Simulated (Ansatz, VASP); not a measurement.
**One calculation of Al2O3, two programs**

```
Al O
1.0
     2.40394    1.38792    4.37421
    -2.40394    1.38792    4.37421
     0.00000   -2.77583    4.37421
Al O
4 6
Cartesian
  0.0000 0.0000 8.5024
  0.0000 0.0000 11.1815
  0.0000 0.0000 1.9411
  0.0000 0.0000 4.6202
  0.9311 -1.3879 5.4678
  1.6675 0.1124 7.6549
  -1.6675 -0.1124 5.4678
  0.7364 1.5003 5.4678
  -0.7364 -1.5003 7.6549
  -0.9311 1.3879 7.6549
```

Alike in both runs: task single point; functional HSE06; k mesh 2 × 2 × 2; occupations fermi-dirac, width 0.01 eV; no spin polarisation.

```csv
,VASP,Ansatz
version,VASP 6.6.1,Ansatz 0.2.0
potentials or method,"VASP PAW PBE potentials, release 64 (Al, O), cutoff 520 eV",plane-wave PAW DFT
valence electrons in the cell,48,48
```

Ansatz gave:

| Item | Value |
| --- | --- |
| gap on the k mesh at the Fermi level (eV) | 7.71 |
| rms of the force components (eV/Å) | 0.019 |

Task: Which values does VASP return?

Result: gap on the k mesh at the Fermi level (eV): 7.70; rms of the force components (eV/Å): 0.011.

Atom by atom the forces differ by 0.010 eV/Å (rms over components).

The k mesh is coarse, so the values compare programs but aren't converged.
